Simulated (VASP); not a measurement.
The system is EuO.

```xyz
2
Lattice="0.0000 2.5720 2.5720 2.5720 0.0000 2.5720 2.5720 2.5720 0.0000" Properties=species:S:1:pos:R:3 pbc="T T T"
Eu    0.0000    0.0000    0.0000
O     2.5720    2.5720    2.5720
```

Program: VASP 6.6.1. Alike in all runs: task single point; potentials or basis VASP PAW PBE potentials, release 64 (Eu, O); spin collinear, ferromagnetic start; cell as given; k mesh 11 × 11 × 11; smearing fermi-dirac 0.15 eV.

Q: Order these runs on this cell by their pressure, lowest first.
A. level r2SCAN; cutoff (eV) 800
B. level RPBE; cutoff (eV) 600
C. level PBEsol; cutoff (eV) 600

A: C (-9.6 GPa), A (-5.6 GPa), B (-1.0 GPa).

Caveats: the PAW data sets were made with another functional, which shifts forces and pressure a little; a cell with one magnetic atom can't hold antiferromagnetic order, which such compounds often take; the cell stands under tension (at least some runs).
